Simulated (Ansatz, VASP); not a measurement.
Al: VASP beside Ansatz

```
CELL_PARAMETERS angstrom
0.00000 2.65986 2.65986
2.65986 0.00000 2.65986
2.65986 2.65986 0.00000
ATOMIC_POSITIONS crystal
Al 0.50000 0.50000 0.50000
Al 0.75000 0.75000 0.75000
```

Alike in both runs: task relaxation of cell and atoms; functional r2SCAN; k mesh 6 × 6 × 6; occupations gaussian, width 0.1 eV; no spin polarisation.

|  | VASP | Ansatz |
| --- | --- | --- |
| version | VASP 6.6.1 | Ansatz 0.2.0 |
| potentials or method | VASP PAW PBE potentials, release 64 (Al), cutoff 600 eV | scalar-relativistic, plane waves, PAW |
| valence electrons in the cell | 6 | 6 |

VASP gave:

| Quantity | Value |
| --- | --- |
| gap on the k mesh at the Fermi level, each at its own relaxed structure (eV) | none |
| relaxed volume (Å³/atom) | 27.28 |
| relaxed cell length with the largest relative difference (Å) | 4.257 |

Task: Estimate Ansatz's values.

Result: gap on the k mesh at the Fermi level, each at its own relaxed structure (eV): none; relaxed volume (Å³/atom): 27.27; relaxed cell length with the largest relative difference (Å): 4.257.

VASP's potentials were made for PBE, not for r2SCAN. A gap of «none» marks a metal or a gap that the smearing closes.

Noted on VASP's run: the volume moved by over 15 % at a fixed basis, so the end points are rough.
